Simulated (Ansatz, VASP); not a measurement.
# One calculation of LiTaO2, two programs

```
Li Ta O
1.0
     2.85440    0.00000    0.00000
    -1.42720    2.47198    0.00000
     0.00000    0.00000    5.57294
Li Ta O
1 1 2
Direct
  0.00000 0.00000 0.50000
  0.00000 0.00000 0.00000
  0.66667 0.33333 0.25535
  0.33333 0.66667 0.74465
```

Alike in both runs: functional PBE; k mesh 18 × 18 × 8; occupations gaussian, width 0.1 eV; no spin polarisation.

Ansatz relaxed the structure, and its values are those at the end. VASP's run is a single point on that final structure, the one shown.

```csv
,VASP,Ansatz
version,VASP 6.6.1,Ansatz 0.2.0
potentials or method,"VASP PAW PBE potentials, release 64 (Li_sv, Ta_pv, O), cutoff 520 eV","scalar-relativistic, plane waves, PAW"
valence electrons in the cell,26,28
```

VASP gave:

| Quantity | Value |
| --- | --- |
| gap on the k mesh at the Fermi level (eV) | none |
| rms of the force components (eV/Å) | 0.023 |

Problem. Estimate Ansatz's values.

Solution. gap on the k mesh at the Fermi level (eV): none; rms of the force components (eV/Å): 0.000.

A gap of «none» marks a metal or a gap that the smearing closes. VASP's potentials hold 26 valence electrons a cell and Ansatz's 28, so a difference there can come from the potentials and not from the codes.

Spin-orbit coupling is off throughout. Noted on VASP's run: the cutoff is short for stress, so the pressure is rough.
